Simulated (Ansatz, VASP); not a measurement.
# One calculation of W, two programs

```
W
1.0
    -1.56751    1.56751    1.56751
     1.56751   -1.56751    1.56751
     1.56751    1.56751   -1.56751
W
1
Direct
  0.00000 0.00000 0.00000
```

Alike in both runs: functional LDA; k mesh 24 × 24 × 24; no spin polarisation.

Ansatz relaxed the structure, and its values are those at the end. VASP's run is a single point on that final structure, the one shown.

```csv
,VASP,Ansatz
version,VASP 6.6.1,Ansatz 0.2.0
potentials or method,"VASP PAW LDA potentials, release 64 (W_sv)","plane-wave PAW, scalar-relativistic"
plane-wave cutoff (eV),520,420
occupations,"methfessel-paxton of order 1, width 0.1 eV","cold, width 0.1 eV"
valence electrons in the cell,14,14
```

```csv
,VASP,Ansatz,Ansatz less VASP
pressure (GPa),1.9,0.0,-1.95
```

LDA's correlation is that of Perdew and Zunger in VASP and of Perdew and Wang (1992) in Ansatz.

Neither program's run includes spin-orbit coupling.
